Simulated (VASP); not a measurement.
Here is a VASP 6.6.1 calculation.

Contents of INCAR:

```
PREC = Accurate ; ENCUT = 520
EDIFF = 1E-7 ; ISMEAR = 0
SIGMA = 0.02 ; LREAL = False
LASPH = True ; NELM = 60
ALGO = Normal ; ISIF = 2
LWAVE = False ; LCHARG = False
GGA = PE ; NBANDS = 26
```

File KPOINTS:

```
regular mesh
0
Gamma
  12 12 4
```

Contents of POSCAR:

```
SiC
1.0
    3.0628643048      0.0000000000      0.0000000000
   -1.5314321524      2.6525182963      0.0000000000
    0.0000000000      0.0000000000     10.0270156470
Si C
4 4
Direct
    0.6666666667      0.3333333333      0.9378441878
    0.3333333333      0.6666666667      0.4378441878
    0.0000000000      0.0000000000      0.6878995565
    0.0000000000      0.0000000000      0.1878995565
    0.6666666667      0.3333333333      0.7498074458
    0.3333333333      0.6666666667      0.2498074458
    0.0000000000      0.0000000000      0.5004478099
    0.0000000000      0.0000000000      0.0004478099
```

Potentials or basis: VASP PAW PBE potentials, release 64 (Si, C).

Launch:

```bash
$ cat potpaw_PBE.64/Si/POTCAR potpaw_PBE.64/C/POTCAR > POTCAR
$ mpirun -np 1 vasp_std > vasp.out
```

(1) What does it give for the largest force?

(2) Predict the pressure.

Answers

(1) 0.008 eV/Å.

(2) 6.8 GPa.
